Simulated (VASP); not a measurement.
Wanted: the native input for a VASP 6.6.1 run.

- Task: single point
- Functional: PBE
- Potentials or basis: VASP PAW PBE potentials, release 64 (Sc_sv, Si)
- Cutoff: 500 eV
- k mesh: 7 × 7 × 5
- Occupations: gaussian, width 0.05 eV
- Spin: no spin polarisation
- Dipole correction: no
- Further INCAR settings: ALGO = Normal; EDIFF = 1e-06; NBANDS = 16

The structure of ScSi2 lies in POSCAR:

```
ScSi2
1.0
    4.0165960981      0.0000000000      0.0000000000
   -2.0082980490      3.4784742577      0.0000000000
    0.0000000000      0.0000000000      3.6419312477
Sc Si
1 2
Direct
    0.0000000000      0.0000000000      0.0000000000
    0.3333333333      0.6666666667      0.5000000000
    0.6666666667      0.3333333333      0.5000000000
```

These files were run (other wordings do the same):

INCAR

```
SYSTEM = ScSi2
  ALGO = Normal
  EDIFF = 1E-6
  ENCUT = 500
  GGA = PE
  GGA_COMPAT = .False.
  ISIF = 2
  ISMEAR = 0
  LASPH = .True.
  LCHARG = .False.
  LREAL = .False.
  LWAVE = .False.
  NBANDS = 16
  NELM = 120
  PREC = Accurate
  SIGMA = 0.05
```

KPOINTS

```
k-points
0
Gamma
  7 7 5
  0 0 0
```

Potentials or basis: VASP PAW PBE potentials, release 64 (Sc_sv, Si).

Launch:

```sh
$ cat potpaw_PBE.64/Sc_sv/POTCAR potpaw_PBE.64/Si/POTCAR > POTCAR
$ mpirun -np 1 vasp_std > vasp.out
```

Results of the run:

- Pressure: 0.1 GPa
- Band gap on the k mesh: zero (an odd number of electrons rules out a gap without spin polarisation)

Run time: 12 s on 1 thread of Intel(R) Xeon(R) 6975P-C (Granite Rapids), with other jobs on the host, peak memory 0.17 GiB.
